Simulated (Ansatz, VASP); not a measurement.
# One calculation of SiSn2Ge3, two programs

```
CELL_PARAMETERS angstrom
5.53411 0.00000 0.00000
-2.76705 4.79268 0.00000
0.00000 0.00000 5.55976
ATOMIC_POSITIONS crystal
Si 0.00000 0.00000 0.66525
Sn 0.66667 0.33333 0.00785
Sn 0.33333 0.66667 0.00785
Ge 0.50000 0.50000 0.50423
Ge 0.50000 0.00000 0.50423
Ge 0.00000 0.50000 0.50423
```

Change from the starting cell: species swapped into the ErCo3Ge2 type (P6mm, No. 183).

Alike in both runs: functional PBE; k mesh 12 × 12 × 8; occupations gaussian, width 0.1 eV; no spin polarisation.

Ansatz relaxed the structure, and its values are those at the end. VASP's run is a single point on that final structure, the one shown.

```csv
,VASP,Ansatz
version,VASP 6.6.1,Ansatz 0.2.0
potentials or method,"VASP PAW PBE potentials, release 64 (Si, Sn_d, Ge_d), cutoff 520 eV","scalar-relativistic, plane waves, PAW"
valence electrons in the cell,74,74
```

```tsv
	VASP	Ansatz	Ansatz less VASP
gap on the k mesh at the Fermi level (eV)	none	none	-
pressure (GPa)	0.0	0.0	+0.01
```

A gap of «none» marks a metal or a gap that the smearing closes.
